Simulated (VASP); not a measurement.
Set up this calculation in VASP 6.6.1, as the native input.

```yaml
Task: single point
Functional: r2SCAN0
Dispersion: D3(BJ)
Potentials_or_basis: VASP PAW PBE potentials, release 64 (Nb_sv)
Cutoff: 440 eV
k_mesh: 7 × 7 × 7
Occupations: fermi-dirac, width 0.1 eV
Spin: no spin polarisation
Dipole_correction: no
Grid_for_exact_exchange_PRECFOCK: Normal
Further_INCAR_settings: ALGO = Normal; EDIFF = 1e-06; NBANDS = 12
Share_of_exact_exchange: 0.25
```

The system is Nb.

```
Nb
1.0
     0.00000    2.11500    2.11500
     2.11500    0.00000    2.11500
     2.11500    2.11500    0.00000
Nb
1
Direct
  0.00000 0.00000 0.00000
```

This isn't the form of Nb at room conditions, which is bcc.

One way to write it, as run:

POSCAR

```
Nb
1.0
    0.0000000000      2.1150000000      2.1150000000
    2.1150000000      0.0000000000      2.1150000000
    2.1150000000      2.1150000000      0.0000000000
Nb
1
Direct
    0.0000000000      0.0000000000      0.0000000000
```

INCAR.step1

```
PREC = Accurate
ENCUT = 440
EDIFF = 1E-5
ISMEAR = -1
SIGMA = 0.1
LREAL = False
LASPH = True
NELM = 120
ALGO = Normal
ISIF = 2
LWAVE = True
NBANDS = 12
GGA = PE
GGA_COMPAT = False
```

INCAR.step2

```
PREC = Accurate
ENCUT = 440
EDIFF = 1E-6
ISMEAR = -1
SIGMA = 0.1
LREAL = False
LASPH = True
NELM = 120
ALGO = Normal
ISIF = 2
LWAVE = False
LCHARG = True
METAGGA = R2SCAN
LHFCALC = True
AEXX = 0.25
LMIXTAU = True
PRECFOCK = Normal
IVDW = 12
LELF = True
LVHAR = True
NBANDS = 12
ISTART = 1
VDW_S6 = 1.0
VDW_S8 = 1.1846
VDW_A1 = 0.4534
VDW_A2 = 5.8972
GGA_COMPAT = False
```

KPOINTS

```
Automatic mesh
0
Gamma
  7 7 7
```

Potentials or basis: VASP PAW PBE potentials, release 64 (Nb_sv).

Command:

```console
$ cat potpaw_PBE.64/Nb_sv/POTCAR > POTCAR
$ cp INCAR.step1 INCAR
$ mpirun -np 1 vasp_std > vasp.out
$ cp INCAR.step2 INCAR
$ mpirun -np 1 vasp_std > vasp.out
```

It gave:

* Pressure: -10.0 GPa
* Band gap on the k mesh: zero (an odd number of electrons rules out a gap without spin polarisation)
* Dispersion energy per atom: -0.441 eV

Caveat: the k points lie up to 0.37 Å⁻¹ apart, too coarse for converged energies and pressures of a metal; three body term missing; the PAW data sets were made with another functional, which shifts forces and pressure a little.

It took 8.5 min on 1 thread of Intel(R) Xeon(R) 6975P-C (Granite Rapids), with other jobs on the host, peak memory 0.14 GiB.
